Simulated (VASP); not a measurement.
A run of VASP 6.6.1 is set up as follows.

INCAR

```
SYSTEM = GaSb
PREC = Accurate ; ENCUT = 520
EDIFF = 1E-6 ; ISMEAR = 0
SIGMA = 0.1 ; LREAL = .False.
LASPH = .True. ; NELM = 60
ALGO = Normal ; ISIF = 2
LWAVE = .False. ; LCHARG = .True.
GGA = PE ; LELF = .True.
LVHAR = .True. ; NBANDS = 26
```

File KPOINTS:

```
regular mesh
0
Gamma
  10 10 8
  0 0 0
```

File POSCAR:

```
GaSb
1.0
    3.1698984812      3.1698984812      0.0000000000
   -3.1698984812      3.1698984812      0.0000000000
    0.0000000000      0.0000000000      6.1409013715
Ga Sb
2 2
Direct
    0.0000000000      0.0000000000      0.0000000000
    0.5000000000      0.5000000000      0.5000000000
    0.5000000000      0.0000000000      0.2500000000
    0.0000000000      0.5000000000      0.7500000000
```

Potentials or basis: VASP PAW PBE potentials, release 64 (Ga_d, Sb).

The run is started by

```console
$ cat potpaw_PBE.64/Ga_d/POTCAR potpaw_PBE.64/Sb/POTCAR > POTCAR
$ mpirun -np 1 vasp_std > vasp.out
```

Task: What does it give for the band gap on the k mesh?

Result: 0.16 eV.

Task: What does it give for the pressure?

Result: -1.1 GPa.

Stress tensor (GPa, compression positive):
```
-1.53  0.00  0.00
 0.00 -1.53  0.00
 0.00  0.00 -0.33
```

Caveat: the cell differs from its parent crystal (biaxial strain in the a-b plane: +2.0 %); spin-orbit coupling is left out, which moves the levels of the heavy elements. A k mesh can miss the band edges.
